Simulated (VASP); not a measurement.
# AgCl (Cmcm) in VASP: a series of runs

The runs below take AgCl through electric field gradients, with PBE.

All numbers are computed with VASP 6.6.1; they aren't measurements. Logs are shortened: lines on timing, memory, paths and dates and some standing lists are left out, and cuts for length are marked.

### 1 The cell of the first run

It takes space group Cmcm (No. 63, orthorhombic). The conventional cell has a = 3.815 Å, b = 11.331 Å, c = 4.001 Å, α = 90.00°, β = 90.00°, γ = 90.00°. Ag (site symmetry m2m) has 7 Cl at 2.79 to 3.30 Å and 6 Ag at 3.08 to 4.00 Å within 4.1 Å. Cl (site symmetry m2m) has 7 Ag at 2.79 to 3.30 Å and 10 Cl at 3.65 to 4.00 Å within 4.1 Å.

### 2 Electric field gradients, PBE (21.62 Å³/atom)

INCAR reads:

```
ALGO = Normal
EDIFF = 1E-8
ENCUT = 520
GGA = PE
ISIF = 2
ISMEAR = -1
LASPH = T
LCHARG = F
LEFG = T
LREAL = F
LWAVE = F
NBANDS = 26
NELM = 80
PREC = Accurate
SIGMA = 0.03
```

KPOINTS reads:

```
k-points
0
Gamma
  9 9 8
```

POSCAR reads:

```
AgCl
1.0
    1.9076035228     -5.6655757514      0.0000000000
    1.9076035228      5.6655757514      0.0000000000
    0.0000000000      0.0000000000      4.0009987977
Ag Cl
2 2
Direct
    0.3965554000      0.6034446000      0.7500000000
    0.6034446000      0.3965554000      0.2500000000
    0.8654487300      0.1345512700      0.2500000000
    0.1345512700      0.8654487300      0.7500000000
```

Potentials or basis: VASP PAW PBE potentials, release 64 (Ag, Cl).

The run is started by

```sh
> cat potpaw_PBE.64/Ag/POTCAR potpaw_PBE.64/Cl/POTCAR > POTCAR
> mpirun -np 1 vasp_std > vasp.out
```

OUTCAR:

```text
EDIFF = 1E-8
   ENCUT = 520
   GGA = PE
   ISIF = 2
   ISMEAR = -1
   LASPH = T
   LREAL = F
   NELM = 80
   PREC = Accurate

 ion  position               nearest neighbor table
   1  0.397  0.603  0.750-   3 2.79   3 2.79   3 2.79   3 2.79   4 2.97   2 3.08   2 3.08
   2  0.603  0.397  0.250-   4 2.79   4 2.79   4 2.79   4 2.79   3 2.97   1 3.08   1 3.08
   3  0.865  0.135  0.250-   1 2.79   1 2.79   1 2.79   1 2.79   2 2.97
   4  0.135  0.865  0.750-   2 2.79   2 2.79   2 2.79   2 2.79   1 2.97

  LATTYP: Found a base centered orthorhombic cell.
 ALAT       =     3.8152070456
 B/A-ratio  =     2.9699964818
 C/A-ratio  =     1.0486976853

  Lattice vectors:

 A1 = (   1.9076035228,  -5.6655757514,   0.0000000000)
 A2 = (   1.9076035228,   5.6655757514,   0.0000000000)
 A3 = (   0.0000000000,   0.0000000000,   4.0009987977)

Analysis of symmetry for initial positions (statically):
=====================================================================
 Subroutine PRICEL returns:
 Original cell was already a primitive cell.

 Routine SETGRP: Setting up the symmetry group for a
 base centered orthorhombic supercell.

 Subroutine GETGRP returns: Found  8 space group operations
 (whereof  4 operations were pure point group operations)
 out of a pool of  8 trial point group operations.

The static configuration has the point symmetry C_2h.
 The point group associated with its full space group is D_2h.

Analysis of symmetry for dynamics (positions and initial velocities):
=====================================================================
 Subroutine PRICEL returns:
 Original cell was already a primitive cell.

 Routine SETGRP: Setting up the symmetry group for a
 base centered orthorhombic supercell.

 Subroutine GETGRP returns: Found  8 space group operations
 (whereof  4 operations were pure point group operations)
 out of a pool of  8 trial point group operations.

The dynamic configuration has the point symmetry C_2h.
 The point group associated with its full space group is D_2h.

 Subroutine INISYM returns: Found  8 space group operations
 (whereof  4 operations are pure point group operations),
 and found     1 'primitive' translations

----------------------------------------------------------------------------------------
[... 143 lines left out ...]
  energy without entropy =      -10.65204726  energy(sigma->0) =      -10.65204806

 E-fermi :   3.7804     XC(G=0):  -9.9458

 val. band max:        3.4932079139   @ k =   0.2222   0.2222   0.0000
 cond. band min:       3.9913990865   @ k =   0.0000   0.0000   0.0000
 fundamental gap:      0.4981911726
 Fermi energy:         3.7804344613

 k-point     1 :       0.0000    0.0000    0.0000
  band No.  band energies     occupation
      1     -11.2726      2.00000
      2     -10.7565      2.00000
      3      -0.5751      2.00000
      4       0.3685      2.00000
      5       0.5612      2.00000
      6       0.6652      2.00000
[... 685 lines left out ...]
     25      13.8521      0.00000
     26      14.8587      0.00000

 [... further k-points ...]

------------------------ aborting loop because EDIFF is reached ----------------------------------------

  FORCE on cell =-STRESS in cart. coord.  units (eV):
  Direction    XX          YY          ZZ          XY          YZ          ZX
  --------------------------------------------------------------------------------------
  -------------------------------------------------------------------------------------
  Total       -0.8407305     -0.2516742     -0.8756373      0.0000000      0.0000000      0.0000000
  in kB      -15.5753134     -4.6624987    -16.2219947      0.0000000      0.0000000      0.0000000
  external PRESSURE =     -12.1532689 kB  Pullay stress =       0.0000000 kB

 VOLUME and BASIS-vectors are now :
 -----------------------------------------------------------------------------
  energy-cutoff  :      520.00
  volume of cell :       86.48
      direct lattice vectors                 reciprocal lattice vectors
     1.907603523 -5.665575751  0.000000000     0.262108973 -0.088252284  0.000000000
     1.907603523  5.665575751  0.000000000     0.262108973  0.088252284  0.000000000
     0.000000000  0.000000000  4.000998798     0.000000000  0.000000000  0.249937591

 POSITION                                       TOTAL-FORCE (eV/Angst)
 -----------------------------------------------------------------------------------
      1.90760      1.17215      3.00075         0.000000      0.046026      0.000000
      1.90760     -1.17215      1.00025         0.000000     -0.046026      0.000000
      1.90760     -4.14095      1.00025         0.000000     -0.040235      0.000000
      1.90760      4.14095      3.00075         0.000000      0.040235      0.000000
 -----------------------------------------------------------------------------------
    total drift:                                0.000000      0.000000      0.000000

  FREE ENERGIE OF THE ION-ELECTRON SYSTEM (eV)
  ---------------------------------------------------
  free  energy   TOTEN  =       -10.6520488535 eV

  energy  without entropy=      -10.6520472572  energy(sigma->0) =      -10.65204806

 Electric field gradients (V/A^2)
---------------------------------------------------------------------
 ion       V_xx      V_yy      V_zz      V_xy      V_xz      V_yz
---------------------------------------------------------------------
   1     -21.415    46.810   -25.395    -0.000     0.000    -0.000
   2     -21.415    46.810   -25.395    -0.000     0.000    -0.000
   3      34.314   -53.885    19.571     0.000    -0.000    -0.000
   4      34.314   -53.885    19.571     0.000     0.000    -0.000
---------------------------------------------------------------------

 Electric field gradients after diagonalization (V/A^2)
 (convention: |V_zz| > |V_xx| > |V_yy|)
----------------------------------------------------------------------
 ion       V_xx      V_yy      V_zz     asymmetry (V_yy - V_xx)/ V_zz
----------------------------------------------------------------------
   1     -25.395   -21.415    46.810       0.085
   2     -25.395   -21.415    46.810       0.085
   3      34.314    19.571   -53.885       0.274
   4      34.314    19.571   -53.885       0.274
----------------------------------------------------------------------

           NMR quadrupolar parameters

 Cq : quadrupolar parameter    Cq=e*Q*V_zz/h
 eta: asymmetry parameters     (V_yy - V_xx)/ V_zz
 Q  : nuclear electric quadrupole moment in mb (millibarn)
----------------------------------------------------------------------
 ion       Cq(MHz)       eta       Q (mb)
----------------------------------------------------------------------
   1       0.113       0.085       1.000
   2       0.113       0.085       1.000
   3      -0.130       0.274       1.000
   4      -0.130       0.274       1.000
----------------------------------------------------------------------
```

It took 10 min on 1 thread of Intel Xeon 8259CL, shared host; peak memory 0.41 GiB.

Results:

```yaml
Free_energy: -10.6520 eV
Pressure: -1.2 GPa
Largest_force: 0.046 eV/Å
Band_gap_on_the_k_mesh: 0.50 eV (least direct gap 1.85 eV)
Largest_electric_field_gradient_by_atom: Ag +46.8; Cl -53.9 V/Å²
```

Forces in eV/Å, atoms in the order of the input:
```
Ag   0.000  0.046  0.000
Ag   0.000 -0.046  0.000
Cl   0.000 -0.040  0.000
Cl   0.000  0.040  0.000
```

Electric field gradients, principal values (V/Å²):
```
atom    least   middle  greatest (by size)
1 Ag  -21.415  -25.395              46.810
2 Ag  -21.415  -25.395              46.810
3 Cl   19.571   34.314             -53.885
4 Cl   19.571   34.314             -53.885
```

Caveat: without QUAD_EFG the Cq values of the log hold for a quadrupole moment of 1 mb, not for the nuclei; an odd mesh through Γ misses points on the zone boundary, where band edges can lie.

### 3 Electric field gradients, PBE (21.62 Å³/atom)

INCAR reads:

```
SYSTEM = AgCl
PREC = Accurate
ENCUT = 520
EDIFF = 1E-8
ISMEAR = -1
SIGMA = 0.03
LREAL = .False.
LASPH = .True.
NELM = 100
ALGO = Normal
ISIF = 2
LWAVE = .False.
LCHARG = .False.
GGA = PE
LEFG = .True.
NBANDS = 26
```

KPOINTS reads:

```
regular mesh
0
Gamma
  9 9 8
  0 0 0
```

POSCAR is that of step 2.

Potentials or basis: VASP PAW PBE potentials, release 64 (Ag, Cl).

The run is started by

```sh
> cat potpaw_PBE.64/Ag/POTCAR potpaw_PBE.64/Cl/POTCAR > POTCAR
> mpirun -np 1 vasp_std > vasp.out
```

OUTCAR:

```text
SYSTEM = AgCl
   PREC = Accurate
   ENCUT = 520
   EDIFF = 1E-8
   ISMEAR = -1
   LREAL = .False.
   LASPH = .True.
   NELM = 100
   ISIF = 2
   GGA = PE

 ion  position               nearest neighbor table
   1  0.397  0.603  0.750-   3 2.79   3 2.79   3 2.79   3 2.79   4 2.97   2 3.08   2 3.08
   2  0.603  0.397  0.250-   4 2.79   4 2.79   4 2.79   4 2.79   3 2.97   1 3.08   1 3.08
   3  0.865  0.135  0.250-   1 2.79   1 2.79   1 2.79   1 2.79   2 2.97
   4  0.135  0.865  0.750-   2 2.79   2 2.79   2 2.79   2 2.79   1 2.97

  LATTYP: Found a base centered orthorhombic cell.
 ALAT       =     3.8152070456
 B/A-ratio  =     2.9699964818
 C/A-ratio  =     1.0486976853

  Lattice vectors:

 A1 = (   1.9076035228,  -5.6655757514,   0.0000000000)
 A2 = (   1.9076035228,   5.6655757514,   0.0000000000)
 A3 = (   0.0000000000,   0.0000000000,   4.0009987977)

Analysis of symmetry for initial positions (statically):
=====================================================================
 Subroutine PRICEL returns:
 Original cell was already a primitive cell.

 Routine SETGRP: Setting up the symmetry group for a
 base centered orthorhombic supercell.

 Subroutine GETGRP returns: Found  8 space group operations
 (whereof  4 operations were pure point group operations)
 out of a pool of  8 trial point group operations.

The static configuration has the point symmetry C_2h.
 The point group associated with its full space group is D_2h.

Analysis of symmetry for dynamics (positions and initial velocities):
=====================================================================
 Subroutine PRICEL returns:
 Original cell was already a primitive cell.

 Routine SETGRP: Setting up the symmetry group for a
 base centered orthorhombic supercell.

 Subroutine GETGRP returns: Found  8 space group operations
 (whereof  4 operations were pure point group operations)
 out of a pool of  8 trial point group operations.

The dynamic configuration has the point symmetry C_2h.
 The point group associated with its full space group is D_2h.

 Subroutine INISYM returns: Found  8 space group operations
 (whereof  4 operations are pure point group operations),
 and found     1 'primitive' translations

----------------------------------------------------------------------------------------

                                     Primitive cell

  volume of cell :      86.4830

  direct lattice vectors                    reciprocal lattice vectors
     1.907603523 -5.665575751  0.000000000     0.262108973 -0.088252284  0.000000000
     1.907603523  5.665575751  0.000000000     0.262108973  0.088252284  0.000000000
     0.000000000  0.000000000  4.000998798     0.000000000  0.000000000  0.249937591

  length of vectors
     5.978101688  5.978101688  4.000998798     0.276567495  0.276567495  0.249937591

  position of ions in fractional coordinates (direct lattice)
     0.396555400  0.603444600  0.750000000
     0.603444600  0.396555400  0.250000000
     0.865448730  0.134551270  0.250000000
     0.134551270  0.865448730  0.750000000

[... 93 lines left out ...]
   ISMEAR =    -1;   SIGMA  =   0.03  broadening in eV -4-tet -1-fermi 0-gaus
   EFERMI_NEDOS =   21; number of points for ismear=-14 and -15
   IALGO  =     38    algorithm
   IMIX   =      4    mixing-type and parameters
     AMIX     =   0.40;   BMIX     =  1.00
     AMIX_MAG =   1.60;   BMIX_MAG =  1.00
  volume/ion in A,a.u.               =      21.62       145.90
  Fermi-wavevector in a.u.,A,eV,Ry     =   1.222359  2.309924 20.329304  1.494162
  Thomas-Fermi vector in A             =   2.357509
   LORBIT       =      0    0 simple, 1 ext, 2 COOP (PROOUT), +10 PAW based schemes
   GGA     = PE    functional components
   LHFCALC =     F    Hartree Fock is set to
   AEXX    =    0.0000 exact exchange contribution
   IVDW    =     0    specifies the selected vdW correction
   LEPSILON=     F    determine dielectric tensor
   LRPA    =     F    only Hartree local field effects (RPA)
 non-spin polarized calculation
  energy-cutoff  :      520.00
  volume of cell :       86.48
 maximum number of plane-waves:      2346
 NGX is ok and might be reduce to    48
   NGX = 23   NGY = 23   NGZ = 15

 number of electron      35.9999995 magnetization

 Free energy of the ion-electron system (eV)
  ---------------------------------------------------
  ext. energy  EPLUGINS =         0.00000000
  ---------------------------------------------------
  free energy    TOTEN  =       -10.65204885 eV

  energy without entropy =      -10.65204726  energy(sigma->0) =      -10.65204806

 E-fermi :   3.7804     XC(G=0):  -9.9458

 val. band max:        3.4932079139   @ k =   0.2222   0.2222   0.0000
 cond. band min:       3.9913990865   @ k =   0.0000   0.0000   0.0000
 fundamental gap:      0.4981911726
 Fermi energy:         3.7804344613

 k-point     1 :       0.0000    0.0000    0.0000
  band No.  band energies     occupation
      1     -11.2726      2.00000
      2     -10.7565      2.00000
      3      -0.5751      2.00000
      4       0.3685      2.00000
      5       0.5612      2.00000
      6       0.6652      2.00000
[... 685 lines left out ...]
     25      13.8521      0.00000
     26      14.8587      0.00000

 [... further k-points ...]

------------------------ aborting loop because EDIFF is reached ----------------------------------------

  FORCE on cell =-STRESS in cart. coord.  units (eV):
  Direction    XX          YY          ZZ          XY          YZ          ZX
  --------------------------------------------------------------------------------------
  -------------------------------------------------------------------------------------
  Total       -0.8407305     -0.2516742     -0.8756373      0.0000000      0.0000000      0.0000000
  in kB      -15.5753134     -4.6624987    -16.2219947      0.0000000      0.0000000      0.0000000
  external PRESSURE =     -12.1532689 kB  Pullay stress =       0.0000000 kB

 VOLUME and BASIS-vectors are now :
 -----------------------------------------------------------------------------
  energy-cutoff  :      520.00
  volume of cell :       86.48
      direct lattice vectors                 reciprocal lattice vectors
     1.907603523 -5.665575751  0.000000000     0.262108973 -0.088252284  0.000000000
     1.907603523  5.665575751  0.000000000     0.262108973  0.088252284  0.000000000
     0.000000000  0.000000000  4.000998798     0.000000000  0.000000000  0.249937591

 POSITION                                       TOTAL-FORCE (eV/Angst)
 -----------------------------------------------------------------------------------
      1.90760      1.17215      3.00075         0.000000      0.046026      0.000000
      1.90760     -1.17215      1.00025         0.000000     -0.046026      0.000000
      1.90760     -4.14095      1.00025         0.000000     -0.040235      0.000000
      1.90760      4.14095      3.00075         0.000000      0.040235      0.000000
 -----------------------------------------------------------------------------------
    total drift:                                0.000000      0.000000      0.000000

  FREE ENERGIE OF THE ION-ELECTRON SYSTEM (eV)
  ---------------------------------------------------
  free  energy   TOTEN  =       -10.6520488535 eV

  energy  without entropy=      -10.6520472572  energy(sigma->0) =      -10.65204806

 Electric field gradients (V/A^2)
---------------------------------------------------------------------
 ion       V_xx      V_yy      V_zz      V_xy      V_xz      V_yz
---------------------------------------------------------------------
   1     -21.415    46.810   -25.395    -0.000     0.000    -0.000
   2     -21.415    46.810   -25.395    -0.000     0.000    -0.000
   3      34.314   -53.885    19.571     0.000    -0.000    -0.000
   4      34.314   -53.885    19.571     0.000     0.000    -0.000
---------------------------------------------------------------------

 Electric field gradients after diagonalization (V/A^2)
 (convention: |V_zz| > |V_xx| > |V_yy|)
----------------------------------------------------------------------
 ion       V_xx      V_yy      V_zz     asymmetry (V_yy - V_xx)/ V_zz
----------------------------------------------------------------------
   1     -25.395   -21.415    46.810       0.085
   2     -25.395   -21.415    46.810       0.085
   3      34.314    19.571   -53.885       0.274
   4      34.314    19.571   -53.885       0.274
----------------------------------------------------------------------

           NMR quadrupolar parameters

 Cq : quadrupolar parameter    Cq=e*Q*V_zz/h
 eta: asymmetry parameters     (V_yy - V_xx)/ V_zz
 Q  : nuclear electric quadrupole moment in mb (millibarn)
----------------------------------------------------------------------
 ion       Cq(MHz)       eta       Q (mb)
----------------------------------------------------------------------
   1       0.113       0.085       1.000
   2       0.113       0.085       1.000
   3      -0.130       0.274       1.000
   4      -0.130       0.274       1.000
----------------------------------------------------------------------
```

Wall time 8.2 min (1 thread of Intel Xeon 8259CL, shared host); peak memory 0.41 GiB.

What came out:

* Free energy: -10.6520 eV
* Pressure: -1.2 GPa
* Largest force: 0.046 eV/Å
* Band gap on the k mesh: 0.50 eV (least direct gap 1.85 eV)
* Largest electric field gradient by atom: Ag +46.8; Cl -53.9 V/Å²

Forces in eV/Å, atoms in the order of the input:
```
Ag   0.000  0.046  0.000
Ag   0.000 -0.046  0.000
Cl   0.000 -0.040  0.000
Cl   0.000  0.040  0.000
```

Stress tensor (GPa, compression positive):
```
-1.56  0.00  0.00
 0.00 -0.47  0.00
 0.00  0.00 -1.62
```

Levels at points of the mesh, in eV from the valence-band top:
```csv
k point,band 15,band 16,band 17,band 18,band 19,band 20,band 21,band 22
"(0.00, 0.00, 0.00)",-2.01,-1.57,-1.52,-1.35,0.50,3.20,7.57,8.52
"(0.00, 0.00, 0.50)",-1.18,-1.18,-0.08,-0.08,4.26,4.26,6.83,6.83
```

Electric field gradients, principal values (V/Å²):
| atom | least | middle | greatest (by size) |
| --- | --- | --- | --- |
| 1 Ag | -21.415 | -25.395 | 46.810 |
| 2 Ag | -21.415 | -25.395 | 46.810 |
| 3 Cl | 19.571 | 34.314 | -53.885 |
| 4 Cl | 19.571 | 34.314 | -53.885 |

Caveat: without QUAD_EFG the Cq values of the log hold for a quadrupole moment of 1 mb, not for the nuclei; an odd mesh through Γ misses points on the zone boundary, where band edges can lie.
